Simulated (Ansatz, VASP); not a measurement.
# One calculation of MgCd3O2, two programs

```
Mg Cd O
1.0
     3.22212    0.00000    0.00000
    -1.61106    2.79044    0.00000
     0.00000    0.00000   10.18325
Mg Cd O
1 3 2
Cartesian
  0.0000 0.0000 0.0000
  1.6111 0.9301 2.6693
  0.0000 1.8603 7.5139
  0.0000 0.0000 5.0916
  0.0000 1.8603 1.1412
  1.6111 0.9301 9.0420
```

Alike in both runs: functional PBE; k mesh 6 × 6 × 2; occupations gaussian, width 0.2 eV; no spin polarisation.

Ansatz relaxed the structure, and its values are those at the end. VASP's run is a single point on that final structure, the one shown.

```csv
,VASP,Ansatz
version,VASP 6.6.1,Ansatz 0.2.0
potentials or method,"VASP PAW PBE potentials, release 64 (Mg_sv, Cd_sv_GW, O), cutoff 750 eV","scalar-relativistic, plane waves, PAW"
valence electrons in the cell,82,82
```

|  | VASP | Ansatz | Ansatz less VASP |
| --- | --- | --- | --- |
| gap on the k mesh at the Fermi level (eV) | none | none | - |
| pressure (GPa) | -0.7 | -0.4 | +0.27 |
| rms of the force components (eV/Å) | 0.016 | 0.016 | 0.0000 |

A gap of «none» marks a metal or a gap that the smearing closes.

The k mesh is coarse, so the values compare programs but aren't converged.
